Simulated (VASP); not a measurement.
Input of a VASP 6.6.1 run:

File INCAR:

```
PREC = Accurate ; ENCUT = 520
EDIFF = 1E-6 ; ISMEAR = 0
SIGMA = 0.1 ; LREAL = F
LASPH = T ; NELM = 100
ALGO = Fast ; ISIF = 2
LWAVE = F ; LCHARG = F
GGA = PE ; NBANDS = 32
```

File KPOINTS:

```
Automatic mesh
0
Gamma
  12 12 12
```

The input POSCAR:

```
Zn
1.0
    4.0057744254      0.0000000000      0.0000000000
    0.0000000000      4.0057744254      0.0000000000
    0.0000000000      0.0000000000      4.0057744254
Zn
4
Direct
   -0.0000143069     -0.0000143069     -0.0000143069
    0.5000143069      1.0000143069      0.4999856931
    0.4999856931      0.5000143069      1.0000143069
    1.0000143069      0.4999856931      0.5000143069
```

Potentials or basis: VASP PAW PBE potentials, release 64 (Zn).

The run is started by

```sh
$ cat potpaw_PBE.64/Zn/POTCAR > POTCAR
$ mpirun -np 1 vasp_std > vasp.out
```

**Question.** Estimate the band gap on the k mesh.

**Answer.** Zero (band 24 reaches 4.90 eV, above the bottom of band 25 at 1.22 eV).

**Question.** Estimate the pressure.

**Answer.** -3.7 GPa.
